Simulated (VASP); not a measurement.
Input of a VASP 6.6.1 run:

File INCAR:

```
ALGO = Fast ; EDIFF = 1E-6
ENCUT = 520 ; GGA = PE
ISIF = 2 ; ISMEAR = 0
LASPH = T ; LCHARG = F
LREAL = F ; LWAVE = F
NBANDS = 10 ; NELM = 60
PREC = Accurate ; SIGMA = 0.15
```

File KPOINTS:

```
k-points
0
Gamma
  16 16 16
```

Contents of POSCAR:

```
Na
1.0
   -2.1492625000      2.1492625000      2.0539750000
    2.1492625000     -2.1492625000      2.0539750000
    2.1492625000      2.1492625000     -2.0539750000
Na
1
Direct
    0.0000000000      0.0000000000      0.0000000000
```

Potentials or basis: VASP PAW PBE potentials, release 64 (Na_pv).

The run is started by

```bash
$ cat potpaw_PBE.64/Na_pv/POTCAR > POTCAR
$ mpirun -np 1 vasp_std > vasp.out
```

(1) What does it give for the pressure?

(2) Predict the band gap on the k mesh.

Results:

(1) -0.3 GPa.

(2) zero (an odd number of electrons rules out a gap without spin polarisation).

Caveat: the cell differs from its parent crystal (strain +0.015 along x and y, -0.030 along z).
